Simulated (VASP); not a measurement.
Here is a VASP 6.6.1 calculation.

The input INCAR:

```
SYSTEM = SnO
PREC = Accurate
ENCUT = 1000
EDIFF = 1E-6
ISMEAR = 0
SIGMA = 0.02
LREAL = .False.
LASPH = .True.
NELM = 120
ALGO = Normal
ISIF = 2
LWAVE = .False.
LCHARG = .True.
LDIPOL = .True.
IDIPOL = 3
DIPOL = 0.5 0.5 0.500
GGA = PE
IVDW = 12
LELF = .True.
LVHAR = .True.
LVACPOTAV = .True.
NBANDS = 28
GGA_COMPAT = .False.
NELMDL = -8
```

File KPOINTS:

```
regular mesh
0
Gamma
  6 6 1
  0 0 0
```

POSCAR

```
SnO
1.0
    3.8206509064      0.0000053187      0.0000000000
   -0.0000055846      4.0116834517      0.0000000000
    0.0000000000      0.0000000000     30.6344298628
Sn O
2 2
Direct
    0.9998506634      0.9998506634      0.4624778922
    0.4998506635      0.4998506634      0.5375221078
    0.9998506634      0.4998506634      0.4984467912
    0.4998506634      0.9998506634      0.5015532088
```

Potentials or basis: VASP PAW PBE potentials, release 64 (Sn_d, O_h).

The run is started by

```console
$ cat potpaw_PBE.64/Sn_d/POTCAR potpaw_PBE.64/O_h/POTCAR > POTCAR
$ mpirun -np 1 vasp_std > vasp.out
```

(1) What does it give for the largest force?

(2) Estimate the band gap on the k mesh.

(3) Predict the dispersion energy per atom.

Answers

(1) 0.070 eV/Å.

(2) 2.74 eV (least direct gap 2.77 eV).

(3) -0.131 eV.

Caveat: the cell differs from its parent crystal (strain along y +0.050, then relaxed in part); spin-orbit coupling is left out, which moves the levels of the heavy elements.
